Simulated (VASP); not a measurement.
A run of VASP 6.6.1 is set up as follows.

The input INCAR:

```
SYSTEM = Ti
ALGO = Normal
EDIFF = 1E-7
EDIFFG = -0.005
ENCUT = 600
IBRION = 2
ISIF = 3
ISMEAR = -1
LASPH = .True.
LCHARG = .False.
LREAL = .False.
LWAVE = .False.
NELM = 100
NSW = 60
PREC = Accurate
PSTRESS = 1400.0
SIGMA = 0.1
```

File KPOINTS:

```
k-points
0
Gamma
  19 19 19
  0 0 0
```

Contents of POSCAR:

```
Ti
1.0
    0.0000000000      1.6897964484      1.6897964484
    1.6897964484      0.0000000000      1.6897964484
    1.6897964484      1.6897964484      0.0000000000
Ti
1
Direct
    0.0000000000      0.0000000000      0.0000000000
```

Potentials or basis: VASP PAW LDA potentials, release 64 (Ti_sv).

Command:

```bash
$ cat potpaw_LDA.64/Ti_sv/POTCAR > POTCAR
$ mpirun -np 1 vasp_std > vasp.out
```

Question: Estimate the space group after relaxing (to 0.05 Å).

Answer: Fm-3m (No. 225).

Question: Estimate the relaxed cell.

Answer: a = 2.383 Å, b = 2.383 Å, c = 2.383 Å, α = 60.00°, β = 60.00°, γ = 60.00°.

Step by step:
```
step  energy change (eV)  largest force (eV/Å)  pressure (GPa)  volume (Å³)
   1              0.0000                0.0000          135.79         9.65
   2              0.3159                0.0000          154.21         9.30
   3              0.0717                0.0000          139.96         9.57
```

Caveat: the cell is relaxed towards a set pressure, so the enthalpy falls and the energy may rise.
